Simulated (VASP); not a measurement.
Write the native input for VASP 6.6.1 that does the following.

| Quantity | Value |
| --- | --- |
| Task | relaxation of cell and atoms |
| Functional | PBE |
| Potentials or basis | VASP PAW PBE potentials, release 64 (Mg, O) |
| Cutoff | 600 eV |
| k mesh | 7 × 7 × 7 |
| Occupations | gaussian, width 0.2 eV |
| Spin | no spin polarisation |
| Dipole correction | no |
| Further INCAR settings | ALGO = Normal; EDIFF = 1e-06; IBRION = 2; EDIFFG = -0.08; NSW = 36; ISIF = 3 |

The structure of Mg3O2 lies in POSCAR:

```
Mg3O2
1.0
   -1.5250000000      1.5250000000      7.1000000000
    1.5250000000     -1.5250000000      7.1000000000
    1.5250000000      1.5250000000     -7.1000000000
Mg O
3 2
Direct
    0.6750000000      0.6750000000      0.0000000000
    0.3250000000      0.3250000000      0.0000000000
    0.0000000000      0.0000000000      0.0000000000
    0.8250000000      0.8250000000      0.0000000000
    0.1750000000      0.1750000000      0.0000000000
```

These files were run (other wordings do the same):

INCAR

```
PREC = Accurate
ENCUT = 600
EDIFF = 1E-6
ISMEAR = 0
SIGMA = 0.2
LREAL = F
LASPH = T
NELM = 60
ALGO = Normal
ISIF = 3
LWAVE = F
LCHARG = F
GGA = PE
IBRION = 2
NSW = 36
EDIFFG = -0.08
```

KPOINTS

```
regular mesh
0
Gamma
  7 7 7
```

Potentials or basis: VASP PAW PBE potentials, release 64 (Mg, O).

Command:

```bash
$ cat potpaw_PBE.64/Mg/POTCAR potpaw_PBE.64/O/POTCAR > POTCAR
$ mpirun -np 1 vasp_std > vasp.out
```

It gave:

| Quantity | Value |
| --- | --- |
| Relaxed volume | 11.91 Å³/atom |
| Relaxed cell | a = 6.909 Å, b = 6.909 Å, c = 6.909 Å, α = 154.84°, β = 154.84°, γ = 35.88° |
| Space group after relaxing (to 0.1 Å) | I4/mmm (No. 139) |
| Energy gained by relaxing | 26.9 meV/atom |
| Ionic steps | 9 |
| Pressure after relaxing | 0.7 GPa |
| Largest force after relaxing | 0.018 eV/Å |
| Band gap on the k mesh | zero (bands 9 and 10 overlap by 0.40 eV) |

Caveat: semilocal functionals underestimate gaps, so a narrow gap can read as zero.

Run time: 11 min on 1 thread of Intel(R) Xeon(R) Platinum 8488C (Sapphire Rapids), on a shared host, peak memory 0.52 GiB.
